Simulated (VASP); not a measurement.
**CuCl: G0W0 quasiparticle levels with PBE**

CuCl:

```
CELL_PARAMETERS angstrom
0.00000 2.71000 2.71000
2.71000 0.00000 2.71000
2.71000 2.71000 0.00000
ATOMIC_POSITIONS crystal
Cu 0.00000 0.00000 0.00000
Cl 0.25000 0.25000 0.25000
```

* Program: VASP 6.6.1
* Task: G0W0 quasiparticle levels
* Functional: PBE
* Potentials or basis: VASP PAW PBE potentials, release 64 (Cu_GW, Cl_GW)
* Cutoff: 500 eV
* k mesh: 2 × 2 × 2
* Occupations: gaussian, width 0.01 eV
* Spin: no spin polarisation
* Dipole correction: no
* GW scheme: G0W0
* GW iterations: 1
* Cutoff of the response function: 113.3
* Frequency points: 48
* Empty bands: 187
* Further INCAR settings: ALGO = EVGW0; EDIFF = 1e-08; NBANDS = 196

```
Band gap on the k mesh, mean-field level : 0.62 eV, direct
Quasiparticle gap                        : 1.29 eV
Least direct quasiparticle gap           : 1.29 eV
```

Levels at points of the mesh, in eV from the valence-band top:
| k point | band 5 | band 6 | band 7 | band 8 | band 9 | band 10 | band 11 | band 12 | band 13 |
| --- | --- | --- | --- | --- | --- | --- | --- | --- | --- |
| (0.00, 0.00, 0.00) | -1.55 | -1.55 | 0.00 | 0.00 | 0.00 | 0.62 | 6.73 | 6.73 | 6.73 |
| (0.50, 0.00, 0.00) | -1.48 | -1.48 | -1.42 | -0.58 | -0.58 | 2.95 | 6.92 | 7.15 | 7.15 |
| (0.50, 0.50, 0.00) | -1.66 | -1.43 | -1.37 | -1.15 | -1.15 | 3.48 | 4.50 | 8.90 | 11.01 |

It took 52 s on 1 thread of Intel Xeon 8259CL, with other jobs on the host, peak memory 0.25 GiB.

Caveat: the k points lie up to 1.00 Å⁻¹ apart; bands, screening cutoff and mesh are small and nothing is extrapolated, so the quasiparticle values aren't converged.
